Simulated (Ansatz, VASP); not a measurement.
## One calculation of SiC, two programs

```
Si C
1.0
     0.00000    2.17436    2.17436
     2.17436    0.00000    2.17436
     2.17436    2.17436    0.00000
Si C
1 1
Direct
  0.00000 0.00000 0.00000
  0.25000 0.25000 0.25000
```

Alike in both runs: functional PBE; dispersion D3(BJ); k mesh 10 × 10 × 10; occupations gaussian, width 0.02 eV; no spin polarisation.

Ansatz relaxed the structure, and its values are those at the end. VASP's run is a single point on that final structure, the one shown.

|  | VASP | Ansatz |
| --- | --- | --- |
| version | VASP 6.6.1 | Ansatz 0.2.0 |
| potentials or method | VASP PAW PBE potentials, release 64 (Si, C), cutoff 520 eV | scalar-relativistic, plane waves, PAW |
| valence electrons in the cell | 8 | 8 |

Ansatz gave:

- gap on the k mesh at the Fermi level (eV): 1.35
- least direct gap on the mesh (eV): 4.55
- pressure (GPa): 0.0

Task: Estimate VASP's values.

Result: gap on the k mesh at the Fermi level (eV): 1.35; least direct gap on the mesh (eV): 4.55; pressure (GPa): -0.1.
